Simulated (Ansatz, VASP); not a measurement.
# InP in VASP and in Ansatz

```
In P
1.0
     0.00000    2.93050    2.93050
     2.93050    0.00000    2.93050
     2.93050    2.93050    0.00000
In P
1 1
Direct
  0.00000 0.00000 0.00000
  0.75000 0.75000 0.75000
```

Alike in both runs: task relaxation of cell and atoms; functional LDA; k mesh 8 × 8 × 8; occupations fermi-dirac, width 0.05 eV; no spin polarisation.

```csv
,VASP,Ansatz
version,VASP 6.6.1,Ansatz 0.2.0
potentials or method,"VASP PAW LDA potentials, release 64 (In_d, P), cutoff 500 eV","all-electron LAPW, scalar-relativistic"
```

Ansatz gave:

| Item | Value |
| --- | --- |
| relaxed volume (Å³/atom) | 24.73 |
| relaxed cell length with the largest relative difference (Å) | 4.120 |

Question: Estimate VASP's values.

Answer: Relaxed volume (Å³/atom): 24.74; relaxed cell length with the largest relative difference (Å): 4.121.

LDA's correlation is that of Perdew and Zunger in VASP and of Perdew and Wang (1992) in Ansatz. Ansatz ran all-electron here, and VASP with PAW potentials.
